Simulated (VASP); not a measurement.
# InSb3 (P4/mmm) in VASP: further runs

InSb3 is run at these levels: PBE; tasks: single point.

Program: VASP 6.6.1. These are calculated values, not measurements. Logs are shortened: lines on timing, memory, paths and dates and some standing lists are left out, and cuts for length are marked.

### 1 The cell of the first run

It takes space group P4/mmm (No. 123, tetragonal). Conventional cell: a = 4.582 Å, b = 4.582 Å, c = 5.173 Å, α = 90.00°, β = 90.00°, γ = 90.00°. In (site symmetry 4/mmm) has 12 Sb at 3.24 to 3.45 Å within 4.3 Å. Sb (site symmetry mmm) has 8 Sb at 3.24 to 3.45 Å and 4 In at 3.45 Å within 4.3 Å. Within 4.3 Å of Sb (site symmetry 4/mmm) lie 4 In at 3.24 Å and 8 Sb at 3.45 Å.

### 2 Single point, PBE (volume 27.145 Å^3 an atom, c/a of the conventional cell 1.1290)

File INCAR:

```
PREC = Accurate ; ENCUT = 520
EDIFF = 1E-6 ; ISMEAR = 0
SIGMA = 0.15 ; LREAL = False
LASPH = True ; NELM = 100
ALGO = Normal ; ISIF = 2
LWAVE = False ; LCHARG = False
GGA = PE ; NBANDS = 22
```

File KPOINTS:

```
regular mesh
0
Gamma
  10 10 10
```

File POSCAR:

```
InSb3
1.0
    4.5816154202      0.0000000000      0.0000000000
    0.0000000000      4.5816154202      0.0000000000
    0.0000000000      0.0000000000      5.1726438094
In Sb
1 3
Direct
    0.0000000000      0.0000000000      0.0000000000
    0.5000000000      0.0000000000      0.5000000000
    0.0000000000      0.5000000000      0.5000000000
    0.5000000000      0.5000000000      0.0000000000
```

Potentials or basis: VASP PAW PBE potentials, release 64 (In_d, Sb).

Command:

```console
cat potpaw_PBE.64/In_d/POTCAR potpaw_PBE.64/Sb/POTCAR > POTCAR
mpirun -np 1 vasp_std > vasp.out
```

OUTCAR:

```text
PREC = Accurate
   ENCUT = 520
   EDIFF = 1E-6
   ISMEAR = 0
   LREAL = False
   LASPH = True
   NELM = 100
   ISIF = 2
   GGA = PE

 ion  position               nearest neighbor table
   1  0.000  0.000  0.000-   4 3.24   4 3.24   4 3.24   4 3.24   3 3.45   3 3.45   3 3.45   3 3.45
                             2 3.45   2 3.45   2 3.45   2 3.45
   2  0.500  0.000  0.500-   3 3.24   3 3.24   3 3.24   3 3.24   4 3.45   1 3.45   4 3.45   4 3.45
                             1 3.45   4 3.45   1 3.45   1 3.45
   3  0.000  0.500  0.500-   2 3.24   2 3.24   2 3.24   2 3.24   4 3.45   1 3.45   1 3.45   1 3.45
                             4 3.45   4 3.45   4 3.45   1 3.45
   4  0.500  0.500  0.000-   1 3.24   1 3.24   1 3.24   1 3.24   3 3.45   2 3.45   2 3.45   2 3.45
                             3 3.45   3 3.45   3 3.45   2 3.45

  LATTYP: Found a simple tetragonal cell.
 ALAT       =     4.5816154202
 C/A-ratio  =     1.1290000000

  Lattice vectors:

 A1 = (   4.5816154202,   0.0000000000,   0.0000000000)
 A2 = (   0.0000000000,   4.5816154202,   0.0000000000)
 A3 = (   0.0000000000,   0.0000000000,   5.1726438094)

Analysis of symmetry for initial positions (statically):
=====================================================================
 Subroutine PRICEL returns:
 Original cell was already a primitive cell.

 Routine SETGRP: Setting up the symmetry group for a
 simple tetragonal supercell.

 Subroutine GETGRP returns: Found 16 space group operations
 (whereof 16 operations were pure point group operations)
 out of a pool of 16 trial point group operations.

The static configuration has the point symmetry D_4h.

Analysis of symmetry for dynamics (positions and initial velocities):
=====================================================================
 Subroutine PRICEL returns:
 Original cell was already a primitive cell.

 Routine SETGRP: Setting up the symmetry group for a
 simple tetragonal supercell.

 Subroutine GETGRP returns: Found 16 space group operations
 (whereof 16 operations were pure point group operations)
 out of a pool of 16 trial point group operations.

The dynamic configuration has the point symmetry D_4h.

 Subroutine INISYM returns: Found 16 space group operations
 (whereof 16 operations are pure point group operations),
 and found     1 'primitive' translations

----------------------------------------------------------------------------------------

                                     Primitive cell

  volume of cell :     108.5800

  direct lattice vectors                    reciprocal lattice vectors
     4.581615420  0.000000000  0.000000000     0.218263627  0.000000000  0.000000000
     0.000000000  4.581615420  0.000000000     0.000000000  0.218263627  0.000000000
     0.000000000  0.000000000  5.172643809     0.000000000  0.000000000  0.193324736

  length of vectors
     4.581615420  4.581615420  5.172643809     0.218263627  0.218263627  0.193324736

  position of ions in fractional coordinates (direct lattice)
     0.000000000  0.000000000  0.000000000
     0.500000000  0.000000000  0.500000000
     0.000000000  0.500000000  0.500000000
     0.500000000  0.500000000  0.000000000

  ion indices of the primitive-cell ions
   primitive index   ion index
                 1           1
                 2           2
                 3           3
                 4           4

----------------------------------------------------------------------------------------

 KPOINTS: regular mesh

Automatic generation of k-mesh.
 Grid dimensions read from file:
 generate k-points for:   10   10   10

 Generating k-lattice:

  Cartesian coordinates                     Fractional coordinates (reciprocal lattice)
     0.021826363  0.000000000  0.000000000     0.100000000  0.000000000  0.000000000
     0.000000000  0.021826363  0.000000000     0.000000000  0.100000000  0.000000000
     0.000000000  0.000000000  0.019332474     0.000000000  0.000000000  0.100000000

  Length of vectors
     0.021826363  0.021826363  0.019332474

  Shift w.r.t. Gamma in fractional coordinates (k-lattice)
     0.000000000  0.000000000  0.000000000

 Subroutine IBZKPT returns following result:
 ===========================================

 Found    126 irreducible k-points:

 Following reciprocal coordinates:
            Coordinates               Weight
  0.000000  0.000000  0.000000      1.000000
  0.100000  0.000000  0.000000      4.000000
  0.200000  0.000000  0.000000      4.000000
  0.300000  0.000000  0.000000      4.000000
  0.400000  0.000000  0.000000      4.000000
  0.500000  0.000000  0.000000      2.000000
[... 16 lines left out ...]
  0.100000  0.000000  0.100000      8.000000
  0.200000  0.000000  0.100000      8.000000
 [... further k-points ...]
   k-points           NKPTS =    126   k-points in BZ     NKDIM =    126   number of bands    NBANDS=     22
   number of dos      NEDOS =    301   number of ions     NIONS =      4
   total plane-waves  NPLWV =  51840
   dimension x,y,z NGX =    36 NGY =   36 NGZ =   40
   dimension x,y,z NGXF=    72 NGYF=   72 NGZF=   80
   ions per type =               1   3
   NGX,Y,Z   is equivalent  to a cutoff of  13.06, 13.06, 12.86 a.u.
   NGXF,Y,Z  is equivalent  to a cutoff of  26.13, 26.13, 25.71 a.u.
 SYSTEM =  unknown system
   PREC   = accura    normal or accurate (medium, high low for compatibility)
   ISTART =      0    job   : 0-new  1-cont  2-samecut
   ICHARG =      2    charge: 1-file 2-atom 10-const
   ISPIN  =      1    spin polarized calculation?
   LNONCOLLINEAR =      F non collinear calculations
   LSORBIT =      F    spin-orbit coupling
   LASPH  =      T    aspherical Exc in radial PAW
   ENCUT  =  520.0 eV  38.22 Ry    6.18 a.u.   8.52  8.52  9.62*2*pi/ulx,y,z
   NELM   =    100;   NELMIN=  2; NELMDL= -5     # of ELM steps
   EDIFF  = 0.1E-05   stopping-criterion for ELM
   LREAL  =      F    real-space projection
   EDIFFG = 0.1E-04   stopping-criterion for IOM
   NSW    =      0    number of steps for IOM
   IBRION =     -1    ionic relax: 0-MD 1-quasi-New 2-CG
   NFREE  =      0    steps in history (QN), initial steepest desc. (CG)
   ISIF   =      2    stress and relaxation
   ISYM   =      2    0-nonsym 1-usesym 2-fastsym
   POTIM  = 0.5000    time-step for ionic-motion
   TEBEG  =    0.0;   TEEND  =   0.0 temperature during run
   PSTRESS=    0.0 pullay stress
   NELECT =      28.0000    total number of electrons
   NUPDOWN=      -1.0000    fix difference up-down
   EMIN   =  10.00;   EMAX   =-10.00  energy-range for DOS
   EFERMI =   0.00;   METHOD = LEGACY
   ISMEAR =     0;   SIGMA  =   0.15  broadening in eV -4-tet -1-fermi 0-gaus
   EFERMI_NEDOS =   21; number of points for ismear=-14 and -15
   IALGO  =     38    algorithm
   IMIX   =      4    mixing-type and parameters
     AMIX     =   0.40;   BMIX     =  1.00
     AMIX_MAG =   1.60;   BMIX_MAG =  1.00
  volume/ion in A,a.u.               =      27.15       183.18
  Fermi-wavevector in a.u.,A,eV,Ry     =   1.042024  1.969139 14.773386  1.085813
  Thomas-Fermi vector in A             =   2.176670
   LORBIT       =      0    0 simple, 1 ext, 2 COOP (PROOUT), +10 PAW based schemes
   GGA     = PE    functional components
   LHFCALC =     F    Hartree Fock is set to
   AEXX    =    0.0000 exact exchange contribution
   IVDW    =     0    specifies the selected vdW correction
   LEPSILON=     F    determine dielectric tensor
   LRPA    =     F    only Hartree local field effects (RPA)
 non-spin polarized calculation
 Gauss-broadening in eV      SIGMA  =   0.15
  energy-cutoff  :      520.00
  volume of cell :      108.58
 maximum number of plane-waves:      2952
 NGX is ok and might be reduce to    36
   NGX = 17   NGY = 17   NGZ = 19

 number of electron      27.9999990 magnetization

 Free energy of the ion-electron system (eV)
  ---------------------------------------------------
  ext. energy  EPLUGINS =         0.00000000
  ---------------------------------------------------
  free energy    TOTEN  =       -14.24206060 eV

  energy without entropy =      -14.22014609  energy(sigma->0) =      -14.23110334

 E-fermi :   8.0546     XC(G=0): -10.1586

 val. band max:        8.0470229833   @ k =   0.4000   0.3000   0.3000
 cond. band min:       8.0584262678   @ k =   0.2000   0.2000   0.0000
 fundamental gap:      0.0114032844
 Fermi energy:         8.0545730662

 k-point     1 :       0.0000    0.0000    0.0000
  band No.  band energies     occupation
      1      -6.4567      2.00000
      2      -6.4227      2.00000
      3      -6.4186      2.00000
      4      -6.4186      2.00000
      5      -6.4166      2.00000
      6      -4.2323      2.00000
[... 14 lines left out ...]
     21      13.0437      0.00000
     22      13.0437      0.00000

 k-point     2 :       0.1000    0.0000    0.0000
  band No.  band energies     occupation
      1      -6.4552      2.00000
      2      -6.4210      2.00000
      3      -6.4200      2.00000
      4      -6.4185      2.00000
      5      -6.4185      2.00000
      6      -4.1639      2.00000
[... 14 lines left out ...]
     21      13.0976      0.00000
     22      13.5489      0.00000

 k-point     3 :       0.2000    0.0000    0.0000
  band No.  band energies     occupation
      1      -6.4514      2.00000
      2      -6.4237      2.00000
      3      -6.4234      2.00000
      4      -6.4184      2.00000
      5      -6.4164      2.00000
      6      -3.9603      2.00000
[... 14 lines left out ...]
     21      13.7132      0.00000
     22      13.7256      0.00000
[... 476 lines left out ...]
 k-point    23 :       0.1000    0.0000    0.1000
  band No.  band energies     occupation
      1      -6.4542      2.00000
      2      -6.4210      2.00000
      3      -6.4205      2.00000
      4      -6.4192      2.00000
      5      -6.4185      2.00000
      6      -4.1127      2.00000
[... 14 lines left out ...]
     21      13.4050      0.00000
     22      13.7696      0.00000

 k-point    24 :       0.2000    0.0000    0.1000
  band No.  band energies     occupation
      1      -6.4505      2.00000
      2      -6.4248      2.00000
      3      -6.4234      2.00000
      4      -6.4190      2.00000
      5      -6.4161      2.00000
      6      -3.9089      2.00000
[... 14 lines left out ...]
     21      13.3847      0.00000
     22      13.5465      0.00000

 [... further k-points ...]
[... 5 lines left out ...]
  --------------------------------------------------------------------------------------
  -------------------------------------------------------------------------------------
  Total        0.9750807      0.9750807      0.9108056      0.0000000      0.0000000      0.0000000
  in kB       14.3880285     14.3880285     13.4396035      0.0000000      0.0000000      0.0000000
  external PRESSURE =      14.0718869 kB  Pullay stress =       0.0000000 kB

 VOLUME and BASIS-vectors are now :
 -----------------------------------------------------------------------------
  energy-cutoff  :      520.00
  volume of cell :      108.58
      direct lattice vectors                 reciprocal lattice vectors
     4.581615420  0.000000000  0.000000000     0.218263627  0.000000000  0.000000000
     0.000000000  4.581615420  0.000000000     0.000000000  0.218263627  0.000000000
     0.000000000  0.000000000  5.172643809     0.000000000  0.000000000  0.193324736

 POSITION                                       TOTAL-FORCE (eV/Angst)
 -----------------------------------------------------------------------------------
      0.00000      0.00000      0.00000         0.000000      0.000000      0.000000
      2.29081      0.00000      2.58632         0.000000      0.000000      0.000000
      0.00000      2.29081      2.58632         0.000000      0.000000      0.000000
      2.29081      2.29081      0.00000         0.000000      0.000000      0.000000
 -----------------------------------------------------------------------------------
    total drift:                               -0.000000     -0.000000     -0.000000

  FREE ENERGIE OF THE ION-ELECTRON SYSTEM (eV)
  ---------------------------------------------------
  free  energy   TOTEN  =       -14.2420605999 eV

  energy  without entropy=      -14.2201460870  energy(sigma->0) =      -14.23110334
```

It took 62 s on 1 thread of Intel Xeon 6975P-C (Granite Rapids), shared host; peak memory 0.42 GiB.

Results:

```
Free energy            : -14.2421 eV
Pressure               : 1.4 GPa
Band gap on the k mesh : zero (band 14 reaches 10.61 eV, above the bottom of band 15 at 6.70 eV)
```

Levels at points of the mesh, in eV from the Fermi level:
| k point | band 11 | band 12 | band 13 | band 14 | band 15 | band 16 | band 17 | band 18 |
| --- | --- | --- | --- | --- | --- | --- | --- | --- |
| (0.00, 0.00, 0.00) | -4.02 | -3.35 | 0.12 | 0.12 | 0.58 | 1.80 | 2.38 | 2.38 |
| (0.50, 0.00, 0.00) | -2.52 | -2.37 | -1.66 | -1.07 | -0.84 | 1.70 | 2.33 | 2.58 |
| (0.50, 0.50, 0.00) | -2.36 | -2.36 | -1.59 | -1.42 | -1.36 | -1.36 | 0.65 | 4.54 |
| (0.00, 0.00, 0.50) | -2.97 | -2.00 | -2.00 | -0.58 | -0.55 | 1.01 | 1.78 | 2.98 |
| (0.50, 0.00, 0.50) | -1.20 | -1.14 | -1.14 | -0.96 | -0.78 | 0.21 | 1.40 | 2.59 |
| (0.50, 0.50, 0.50) | -4.95 | -4.95 | -4.73 | 2.56 | 2.90 | 2.90 | 4.68 | 4.74 |

Caveat: spin-orbit coupling is left out, which moves the levels of the heavy elements.

### 3 Single point, PBE (volume 27.145 Å^3 an atom, c/a of the conventional cell 0.8857)

File INCAR:

```
SYSTEM = InSb3
PREC     = Accurate       ! precision mode
ENCUT    = 520            ! plane-wave cutoff, eV
EDIFF    = 1E-7           ! SCF threshold, eV
ISMEAR   = 0              ! smearing method
SIGMA    = 0.15           ! smearing width, eV
LREAL    = .False.        ! projectors in reciprocal space
LASPH    = .True.         ! aspherical terms in the spheres
NELM     = 60             ! most SCF steps
ALGO     = Normal         ! electronic algorithm
ISIF     = 2              ! what is computed and relaxed
LWAVE    = .False.        ! write WAVECAR
LCHARG   = .False.        ! write CHGCAR
GGA      = PE             ! functional
NBANDS   = 22             ! bands
```

File KPOINTS:

```
regular mesh
0
Gamma
  10 10 10
  0 0 0
```

File POSCAR:

```
InSb3
1.0
    4.9676889811      0.0000000000      0.0000000000
    0.0000000000      4.9676889811      0.0000000000
    0.0000000000      0.0000000000      4.3998821305
In Sb
1 3
Direct
    0.0000000000      0.0000000000      0.0000000000
    0.5000000000      0.0000000000      0.5000000000
    0.0000000000      0.5000000000      0.5000000000
    0.5000000000      0.5000000000      0.0000000000
```

Potentials or basis: VASP PAW PBE potentials, release 64 (In_d, Sb).

Command:

```console
cat potpaw_PBE.64/In_d/POTCAR potpaw_PBE.64/Sb/POTCAR > POTCAR
mpirun -np 1 vasp_std > vasp.out
```

OUTCAR:

```text
SYSTEM = InSb3
   PREC = Accurate
   ENCUT = 520
   EDIFF = 1E-7
   ISMEAR = 0
   LREAL = .False.
   LASPH = .True.
   NELM = 60
   ISIF = 2
   GGA = PE

 ion  position               nearest neighbor table
   1  0.000  0.000  0.000-   2 3.32   3 3.32   2 3.32   3 3.32   3 3.32   3 3.32   2 3.32   2 3.32
                             4 3.51   4 3.51   4 3.51   4 3.51
   2  0.500  0.000  0.500-   1 3.32   4 3.32   1 3.32   4 3.32   4 3.32   4 3.32   1 3.32   1 3.32
                             3 3.51   3 3.51   3 3.51   3 3.51
   3  0.000  0.500  0.500-   1 3.32   4 3.32   1 3.32   4 3.32   1 3.32   1 3.32   4 3.32   4 3.32
                             2 3.51   2 3.51   2 3.51   2 3.51
   4  0.500  0.500  0.000-   2 3.32   3 3.32   2 3.32   3 3.32   2 3.32   2 3.32   3 3.32   3 3.32
                             1 3.51   1 3.51   1 3.51   1 3.51

  LATTYP: Found a simple tetragonal cell.
 ALAT       =     4.9676889811
 C/A-ratio  =     0.8857000000

  Lattice vectors:

 A1 = (   4.9676889811,   0.0000000000,   0.0000000000)
 A2 = (   0.0000000000,   4.9676889811,   0.0000000000)
 A3 = (   0.0000000000,   0.0000000000,   4.3998821305)

Analysis of symmetry for initial positions (statically):
=====================================================================
 Subroutine PRICEL returns:
 Original cell was already a primitive cell.

[... 171 lines left out ...]

  energy without entropy =      -14.23473809  energy(sigma->0) =      -14.24719425

 E-fermi :   8.0724     XC(G=0): -10.1606

 val. band max:        8.0680855863   @ k =   0.4000   0.3000   0.1000
 cond. band min:       8.0766494629   @ k =   0.5000   0.0000   0.2000
 fundamental gap:      0.0085638765
 Fermi energy:         8.0723789235

 k-point     1 :       0.0000    0.0000    0.0000
  band No.  band energies     occupation
      1      -6.4592      2.00000
      2      -6.4372      2.00000
      3      -6.4272      2.00000
      4      -6.4253      2.00000
      5      -6.4253      2.00000
      6      -4.2224      2.00000
[... 589 lines left out ...]
     21      13.5907      0.00000
     22      14.0091      0.00000

 [... further k-points ...]
[... 5 lines left out ...]
  --------------------------------------------------------------------------------------
  -------------------------------------------------------------------------------------
  Total        1.0318700      1.0318700      0.5659025      0.0000000     -0.0000000      0.0000000
  in kB       15.2259974     15.2259974      8.3503049      0.0000000     -0.0000000      0.0000000
  external PRESSURE =      12.9340999 kB  Pullay stress =       0.0000000 kB

 VOLUME and BASIS-vectors are now :
 -----------------------------------------------------------------------------
  energy-cutoff  :      520.00
  volume of cell :      108.58
      direct lattice vectors                 reciprocal lattice vectors
     4.967688981  0.000000000  0.000000000     0.201300847  0.000000000  0.000000000
     0.000000000  4.967688981  0.000000000     0.000000000  0.201300847  0.000000000
     0.000000000  0.000000000  4.399882130     0.000000000  0.000000000  0.227278816

 POSITION                                       TOTAL-FORCE (eV/Angst)
 -----------------------------------------------------------------------------------
      0.00000      0.00000      0.00000         0.000000      0.000000      0.000000
      2.48384      0.00000      2.19994         0.000000      0.000000      0.000000
      0.00000      2.48384      2.19994         0.000000      0.000000      0.000000
      2.48384      2.48384      0.00000         0.000000      0.000000      0.000000
 -----------------------------------------------------------------------------------
    total drift:                               -0.000000     -0.000000     -0.000000

  FREE ENERGIE OF THE ION-ELECTRON SYSTEM (eV)
  ---------------------------------------------------
  free  energy   TOTEN  =       -14.2596504038 eV

  energy  without entropy=      -14.2347380897  energy(sigma->0) =      -14.24719425
```

stdout:

```text
POSCAR found type information on POSCAR InSb
 POSCAR found :  2 types and       4 ions
 scaLAPACK will be used
 LDA part: xc-table for (Slater+PW92), standard interpolation
 POSCAR, INCAR and KPOINTS ok, starting setup
 FFT: planning ... GRIDC
 FFT: planning ... GRID_SOFT
 FFT: planning ... GRID
 WAVECAR not read
 entering main loop
```

Wall time 1.7 min (1 thread of Intel Xeon 6975P-C (Granite Rapids), shared host); peak memory 0.42 GiB.

What came out:

```
Free energy            : -14.2597 eV
Pressure               : 1.3 GPa
Band gap on the k mesh : zero (band 14 reaches 10.84 eV, above the bottom of band 15 at 6.84 eV)
```

Stress tensor (GPa, compression positive):
```
1.52 0.00 0.00
0.00 1.52 0.00
0.00 0.00 0.84
```

Caveat: spin-orbit coupling is left out, which moves the levels of the heavy elements.

(Part 1 of 2 ends here.)
